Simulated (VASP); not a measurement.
# Ti (I4/mmm) in VASP: single point with r2SCAN

Aim: the single point of Ti with r2SCAN.

Everything below comes from runs of VASP 6.6.1. Logs are shortened: lines on timing, memory, paths and dates and some standing lists are left out, and cuts for length are marked.

## Step 1: The cell of the first run

The structure is tetragonal, space group I4/mmm (No. 139). Conventional cell: a = 2.790 Å, b = 2.790 Å, c = 4.370 Å, α = 90.00°, β = 90.00°, γ = 90.00°. Within 3.7 Å of Ti (site symmetry 4/mmm) lie 12 Ti at 2.79 to 2.94 Å.

## Step 2: Single point, r2SCAN (biaxial strain in the a-b plane: -4.0 %, then relaxed in part)

Contents of POSCAR:

```
Ti
1.0
    1.9729455508      1.9729455508      0.0000000000
   -1.9729455508      1.9729455508      0.0000000000
    0.0000000000      0.0000000000      4.3701855994
Ti
2
Direct
    0.0000000000      0.0000000000      0.0000000000
    0.5000000000      0.5000000000      0.5000000000
```

Contents of INCAR.step1:

```
SYSTEM = Ti
ALGO = Normal
EDIFF = 1E-4
ENCUT = 520
GGA = PE
ISMEAR = 0
LASPH = .TRUE.
LCHARG = .FALSE.
LREAL = .FALSE.
LWAVE = .TRUE.
NBANDS = 19
NELM = 100
PREC = Accurate
SIGMA = 0.1
```

Contents of INCAR.step2:

```
SYSTEM = Ti
ALGO = Normal
EDIFF = 1E-6
ENCUT = 520
ISIF = 2
ISMEAR = 0
ISTART = 1
LASPH = .TRUE.
LCHARG = .FALSE.
LMIXTAU = .TRUE.
LREAL = .FALSE.
LWAVE = .FALSE.
METAGGA = R2SCAN
NBANDS = 19
NELM = 100
PREC = Accurate
SIGMA = 0.1
```

Contents of KPOINTS:

```
k-points
0
G
  18 18 12
  0 0 0
```

Potentials or basis: VASP PAW PBE potentials, release 64 (Ti_sv).

Launch:

```sh
$ cat potpaw_PBE.64/Ti_sv/POTCAR > POTCAR
$ cp INCAR.step1 INCAR
$ mpirun -np 1 vasp_std > vasp.out
$ cp INCAR.step2 INCAR
$ mpirun -np 1 vasp_std > vasp.out
```

OUTCAR:

```text
SYSTEM = Ti
   EDIFF = 1E-6
   ENCUT = 520
   ISIF = 2
   ISMEAR = 0
   ISTART = 1
   LASPH = .TRUE.
   LREAL = .FALSE.
   METAGGA = R2SCAN
   NELM = 100
   PREC = Accurate

 ion  position               nearest neighbor table
   1  0.000  0.000  0.000-
   2  0.500  0.500  0.500-

  LATTYP: Found a simple tetragonal cell.
 ALAT       =     2.7901663558
 C/A-ratio  =     1.5662813762

  Lattice vectors:

 A1 = (   1.9729455508,   1.9729455508,   0.0000000000)
 A2 = (  -1.9729455508,   1.9729455508,   0.0000000000)
 A3 = (   0.0000000000,   0.0000000000,   4.3701855994)

Analysis of symmetry for initial positions (statically):
=====================================================================
 Subroutine PRICEL returns following result:

  LATTYP: Found a body centered tetragonal cell.
 ALAT       =     2.7901663558
 C/A-ratio  =     1.5662813762

  Lattice vectors:

 A1 = (   1.9729455508,   0.0000000000,  -2.1850927997)
 A2 = (  -1.9729455508,   0.0000000000,  -2.1850927997)
 A3 = (   0.0000000000,   1.9729455508,   2.1850927997)

   2 primitive cells build up your supercell.

 Routine SETGRP: Setting up the symmetry group for a
 simple tetragonal supercell.

 Subroutine GETGRP returns: Found 16 space group operations
 (whereof 16 operations were pure point group operations)
 out of a pool of 16 trial point group operations.

The static configuration has the point symmetry D_4h.

Analysis of symmetry for dynamics (positions and initial velocities):
=====================================================================
 Subroutine PRICEL returns following result:

  LATTYP: Found a body centered tetragonal cell.
 ALAT       =     2.7901663558
 C/A-ratio  =     1.5662813762

  Lattice vectors:

 A1 = (   1.9729455508,   0.0000000000,  -2.1850927997)
 A2 = (  -1.9729455508,   0.0000000000,  -2.1850927997)
 A3 = (   0.0000000000,   1.9729455508,   2.1850927997)

   2 primitive cells build up your supercell.

 Routine SETGRP: Setting up the symmetry group for a
 simple tetragonal supercell.

 Subroutine GETGRP returns: Found 16 space group operations
 (whereof 16 operations were pure point group operations)
 out of a pool of 16 trial point group operations.

The dynamic configuration has the point symmetry D_4h.

 Subroutine INISYM returns: Found 16 space group operations
 (whereof 16 operations are pure point group operations),
 and found     2 'primitive' translations

----------------------------------------------------------------------------------------

                                     Primitive cell

  volume of cell :      17.0110

  direct lattice vectors                    reciprocal lattice vectors
     1.972945551  0.000000000 -2.185092800     0.253428180  0.253428180 -0.228823234
    -1.972945551  0.000000000 -2.185092800    -0.253428180  0.253428180 -0.228823234
     0.000000000  1.972945551  2.185092800     0.000000000  0.506856360  0.000000000

  length of vectors
     2.944001476  2.944001476  2.944001476     0.425219657  0.425219657  0.506856360

  position of ions in fractional coordinates (direct lattice)
     0.000000000  0.000000000  0.000000000

  ion indices of the primitive-cell ions
   primitive index   ion index
                 1           1

----------------------------------------------------------------------------------------

 KPOINTS: k-points

Automatic generation of k-mesh.
 Grid dimensions read from file:
 generate k-points for:   18   18   12

 Generating k-lattice:

  Cartesian coordinates                     Fractional coordinates (reciprocal lattice)
     0.014079343  0.014079343  0.000000000     0.055555556  0.000000000  0.000000000
    -0.014079343  0.014079343  0.000000000     0.000000000  0.055555556  0.000000000
     0.000000000  0.000000000  0.019068603     0.000000000  0.000000000  0.083333333

  Length of vectors
     0.019911198  0.019911198  0.019068603

  Shift w.r.t. Gamma in fractional coordinates (k-lattice)
     0.000000000  0.000000000  0.000000000

 Subroutine IBZKPT returns following result:
 ===========================================

 Found    385 irreducible k-points:

 Following reciprocal coordinates:
            Coordinates               Weight
  0.000000  0.000000  0.000000      1.000000
  0.055556  0.000000  0.000000      4.000000
  0.111111  0.000000  0.000000      4.000000
  0.166667  0.000000  0.000000      4.000000
  0.222222  0.000000  0.000000      4.000000
  0.277778  0.000000  0.000000      4.000000
[... 16 lines left out ...]
  0.277778  0.111111  0.000000      8.000000
  0.333333  0.111111  0.000000      8.000000
 [... further k-points ...]
   k-points           NKPTS =    385   k-points in BZ     NKDIM =    385   number of bands    NBANDS=     19
   number of dos      NEDOS =    301   number of ions     NIONS =      2
   total plane-waves  NPLWV =  20736
   dimension x,y,z NGX =    24 NGY =   24 NGZ =   36
   dimension x,y,z NGXF=    48 NGYF=   48 NGZF=   72
   ions per type =               2
   NGX,Y,Z   is equivalent  to a cutoff of  14.30, 14.30, 13.69 a.u.
   NGXF,Y,Z  is equivalent  to a cutoff of  28.60, 28.60, 27.39 a.u.
 SYSTEM =  Ti
   PREC   = accura    normal or accurate (medium, high low for compatibility)
   ISTART =      1    job   : 0-new  1-cont  2-samecut
   ICHARG =      0    charge: 1-file 2-atom 10-const
   ISPIN  =      1    spin polarized calculation?
   LNONCOLLINEAR =      F non collinear calculations
   LSORBIT =      F    spin-orbit coupling
   LASPH  =      T    aspherical Exc in radial PAW
   ENCUT  =  520.0 eV  38.22 Ry    6.18 a.u.   5.19  5.19  8.13*2*pi/ulx,y,z
   NELM   =    100;   NELMIN=  2; NELMDL=  0     # of ELM steps
   EDIFF  = 0.1E-05   stopping-criterion for ELM
   LREAL  =      F    real-space projection
   EDIFFG = 0.1E-04   stopping-criterion for IOM
   NSW    =      0    number of steps for IOM
   IBRION =     -1    ionic relax: 0-MD 1-quasi-New 2-CG
   NFREE  =      0    steps in history (QN), initial steepest desc. (CG)
   ISIF   =      2    stress and relaxation
   ISYM   =      2    0-nonsym 1-usesym 2-fastsym
   POTIM  = 0.5000    time-step for ionic-motion
   TEBEG  =    0.0;   TEEND  =   0.0 temperature during run
   PSTRESS=    0.0 pullay stress
   NELECT =      24.0000    total number of electrons
   NUPDOWN=      -1.0000    fix difference up-down
   EMIN   =  10.00;   EMAX   =-10.00  energy-range for DOS
   EFERMI =   0.00;   METHOD = LEGACY
   ISMEAR =     0;   SIGMA  =   0.10  broadening in eV -4-tet -1-fermi 0-gaus
   EFERMI_NEDOS =   21; number of points for ismear=-14 and -15
   IALGO  =     38    algorithm
   IMIX   =      4    mixing-type and parameters
     AMIX     =   0.40;   BMIX     =  1.00
     AMIX_MAG =   1.60;   BMIX_MAG =  1.00
  volume/ion in A,a.u.               =      17.01       114.80
  Fermi-wavevector in a.u.,A,eV,Ry     =   1.457332  2.753958 28.896285  2.123817
  Thomas-Fermi vector in A             =   2.574146
   LORBIT       =      0    0 simple, 1 ext, 2 COOP (PROOUT), +10 PAW based schemes
   METAGGA = R2SCAN    functional components
   LHFCALC =     F    Hartree Fock is set to
   AEXX    =    0.0000 exact exchange contribution
   IVDW    =     0    specifies the selected vdW correction
   LEPSILON=     F    determine dielectric tensor
   LRPA    =     F    only Hartree local field effects (RPA)
 non-spin polarized calculation
 Gauss-broadening in eV      SIGMA  =   0.10
  energy-cutoff  :      520.00
  volume of cell :       34.02
 maximum number of plane-waves:       936
 NGX is ok and might be reduce to    24
   NGX = 11   NGY = 11   NGZ = 17

 number of electron      23.9999996 magnetization

 Free energy of the ion-electron system (eV)
  ---------------------------------------------------
  ext. energy  EPLUGINS =         0.00000000
  ---------------------------------------------------
  free energy    TOTEN  =       -25.73587989 eV

  energy without entropy =      -25.71847753  energy(sigma->0) =      -25.72717871

 E-fermi :   8.4246     XC(G=0): -12.5158

 val. band max:        8.4236841901   @ k =   0.2222   0.0000   0.2500
 cond. band min:       8.4276040264   @ k =   0.2222   0.0556   0.1667
 fundamental gap:      0.0039198364
 Fermi energy:         8.4246046705

 k-point     1 :       0.0000    0.0000    0.0000
  band No.  band energies     occupation
      1     -50.5624      2.00000
      2     -50.4141      2.00000
      3     -26.0077      2.00000
      4     -25.5187      2.00000
      5     -25.5187      2.00000
      6     -25.3449      2.00000
[... 11 lines left out ...]
     18      12.4802      0.00000
     19      12.5879      0.00000

 k-point     2 :       0.0556    0.0000    0.0000
  band No.  band energies     occupation
      1     -50.5593      2.00000
      2     -50.4131      2.00000
      3     -26.0009      2.00000
      4     -25.5338      2.00000
      5     -25.5159      2.00000
      6     -25.3525      2.00000
[... 11 lines left out ...]
     18      12.4090      0.00000
     19      12.5714      0.00000

 k-point     3 :       0.1111    0.0000    0.0000
  band No.  band energies     occupation
      1     -50.5501      2.00000
      2     -50.4105      2.00000
      3     -25.9809      2.00000
      4     -25.5772      2.00000
      5     -25.5077      2.00000
      6     -25.4048      2.00000
[... 11 lines left out ...]
     18      12.2118      0.00000
     19      12.5216      0.00000

 k-point     4 :       0.1667    0.0000    0.0000
  band No.  band energies     occupation
      1     -50.5357      2.00000
      2     -50.4069      2.00000
      3     -25.9487      2.00000
      4     -25.6428      2.00000
      5     -25.4947      2.00000
      6     -25.4847      2.00000
[... 11 lines left out ...]
     18      11.9289      0.00000
     19      12.4385      0.00000

 k-point     5 :       0.2222    0.0000    0.0000
  band No.  band energies     occupation
      1     -50.5173      2.00000
      2     -50.4031      2.00000
      3     -25.9059      2.00000
      4     -25.7216      2.00000
      5     -25.5828      2.00000
      6     -25.4778      2.00000
[... 11 lines left out ...]
     18      11.6078      0.00000
     19      12.3221      0.00000

 k-point     6 :       0.2778    0.0000    0.0000
  band No.  band energies     occupation
      1     -50.4963      2.00000
      2     -50.4004      2.00000
      3     -25.8546      2.00000
      4     -25.8033      2.00000
      5     -25.6876      2.00000
      6     -25.4582      2.00000
[... 11 lines left out ...]
     18      11.4555      0.00000
     19      12.1732      0.00000

 k-point     7 :       0.3333    0.0000    0.0000
  band No.  band energies     occupation
      1     -50.4746      2.00000
      2     -50.3998      2.00000
      3     -25.8768      2.00000
      4     -25.7974      2.00000
      5     -25.7874      2.00000
      6     -25.4641      2.00000
[... 11 lines left out ...]
     18      11.9210      0.00000
     19      11.9938      0.00000

 k-point     8 :       0.3889    0.0000    0.0000
  band No.  band energies     occupation
      1     -50.4537      2.00000
      2     -50.4025      2.00000
      3     -25.9326      2.00000
      4     -25.8717      2.00000
      5     -25.7367      2.00000
      6     -25.5085      2.00000
[... 256 lines left out ...]
 k-point    20 :       0.1111    0.1111    0.0000
  band No.  band energies     occupation
      1     -50.5381      2.00000
      2     -50.4068      2.00000
      3     -25.9552      2.00000
      4     -25.5824      2.00000
      5     -25.5497      2.00000
      6     -25.4275      2.00000
[... 11 lines left out ...]
     18      11.9406      0.00000
     19      12.5500      0.00000

 k-point    21 :       0.1667    0.1111    0.0000
  band No.  band energies     occupation
      1     -50.5241      2.00000
      2     -50.4028      2.00000
      3     -25.9244      2.00000
      4     -25.6385      2.00000
      5     -25.5461      2.00000
      6     -25.4955      2.00000
[... 11 lines left out ...]
     18      11.6667      0.00000
     19      12.5034      0.00000

 k-point    22 :       0.2222    0.1111    0.0000
  band No.  band energies     occupation
      1     -50.5061      2.00000
      2     -50.3987      2.00000
      3     -25.8835      2.00000
      4     -25.7161      2.00000
      5     -25.5897      2.00000
      6     -25.5305      2.00000
[... 11 lines left out ...]
     18      11.3790      0.00000
     19      12.4070      0.00000

 k-point    23 :       0.2778    0.1111    0.0000
  band No.  band energies     occupation
      1     -50.4857      2.00000
      2     -50.3954      2.00000
      3     -25.8346      2.00000
      4     -25.7975      2.00000
      5     -25.6919      2.00000
      6     -25.5113      2.00000
[... 11 lines left out ...]
     18      11.5208      0.00000
     19      12.2687      0.00000

 k-point    24 :       0.3333    0.1111    0.0000
  band No.  band energies     occupation
      1     -50.4646      2.00000
      2     -50.3943      2.00000
      3     -25.8713      2.00000
      4     -25.7896      2.00000
      5     -25.7800      2.00000
      6     -25.4906      2.00000
[... 11 lines left out ...]
     18      11.9165      0.00000
     19      12.0939      0.00000

 [... further k-points ...]
[... 5 lines left out ...]
  --------------------------------------------------------------------------------------
  -------------------------------------------------------------------------------------
  Total        0.7463146      0.7463146      0.0803703      0.0000000     -0.0000000      0.0000000
  in kB       35.1457208     35.1457208      3.7848259      0.0000000     -0.0000000      0.0000000
  external PRESSURE =      24.6920891 kB  Pullay stress =       0.0000000 kB

 VOLUME and BASIS-vectors are now :
 -----------------------------------------------------------------------------
  energy-cutoff  :      520.00
  volume of cell :       34.02
      direct lattice vectors                 reciprocal lattice vectors
     1.972945551  1.972945551  0.000000000     0.253428180  0.253428180  0.000000000
    -1.972945551  1.972945551  0.000000000    -0.253428180  0.253428180  0.000000000
     0.000000000  0.000000000  4.370185599     0.000000000  0.000000000  0.228823234

 POSITION                                       TOTAL-FORCE (eV/Angst)
 -----------------------------------------------------------------------------------
      0.00000      0.00000      0.00000         0.000000      0.000000     -0.000000
      0.00000      1.97295      2.18509        -0.000000     -0.000000      0.000000
 -----------------------------------------------------------------------------------
    total drift:                               -0.000000      0.000000     -0.000000

  FREE ENERGIE OF THE ION-ELECTRON SYSTEM (eV)
  ---------------------------------------------------
  free  energy   TOTEN  =       -25.7358798860 eV

  energy  without entropy=      -25.7184775266  energy(sigma->0) =      -25.72717871
```

It took 17 min on 1 thread of Intel Xeon 8259CL, shared host; peak memory 0.32 GiB.

What came out:

```
Free energy            : -25.7359 eV
Pressure               : 2.5 GPa
Band gap on the k mesh : zero (bands 12 and 13 overlap by 1.26 eV)
```

Stress tensor (GPa, compression positive):
```
3.51 0.00 0.00
0.00 3.51 0.00
0.00 0.00 0.38
```

Levels at points of the mesh, in eV from the Fermi level:
```csv
k point,band 10,band 11,band 12,band 13,band 14,band 15
"(0.00, 0.00, 0.00)",-2.71,-1.62,0.51,1.38,1.38,1.66
"(0.50, 0.00, 0.00)",-2.03,-0.72,-0.72,0.09,0.09,2.13
"(0.50, 0.50, 0.00)",-2.70,-1.82,-1.82,3.68,3.68,3.83
"(0.00, 0.00, 0.50)",-4.31,-0.67,-0.67,0.85,0.85,2.53
"(0.50, 0.00, 0.50)",-2.72,0.54,0.54,0.57,0.57,1.42
"(0.50, 0.50, 0.50)",-1.86,-0.28,-0.28,-0.28,-0.28,2.33
```

Caveat: the cell differs from its parent crystal (biaxial strain in the a-b plane: -4.0 %, then relaxed in part); the PAW data sets were made with another functional, which shifts forces and pressure a little.
